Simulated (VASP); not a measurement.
Crystal: Cu.

```
Cu
1.0
     0.00000    1.82500    1.82500
     1.82500    0.00000    1.82500
     1.82500    1.82500    0.00000
Cu
1
Direct
  0.00000 0.00000 0.00000
```

```yaml
Program: VASP 6.6.1
Task: relaxation of cell and atoms
Functional: PBEsol
Potentials_or_basis: VASP PAW PBE potentials, release 64 (Cu)
Cutoff: 600 eV
k_mesh: 10 × 10 × 10
Occupations: gaussian, width 0.1 eV
Spin: no spin polarisation
```

At the start: pressure -9.2 GPa; volume 12.16 Å³/atom.

**Question.** Where does the relaxation end?

**Answer.** Over 3 steps the energy falls by 24.2 meV/atom and the volume is 11.37 Å³/atom (-6.5 %); space group Fm-3m (No. 225, to 0.05 Å).

Step by step:
```tsv
step	energy change (eV)	largest force (eV/Å)	pressure (GPa)	volume (Å³)
1	0.0000	0.0000	-9.20	12.16
2	-0.0167	0.0000	6.30	10.97
3	-0.0242	0.0000	-0.03	11.37
```

Final structure:
```yaml
crystal:
  lattice:
    - [0.00000, 1.78467, 1.78467]
    - [1.78467, 0.00000, 1.78467]
    - [1.78467, 1.78467, 0.00000]
  atoms:
    - { symbol: Cu, position: [0.00000, 0.00000, 0.00000] }
```

Caveat: the PAW data sets were made with another functional, which shifts forces and pressure a little.
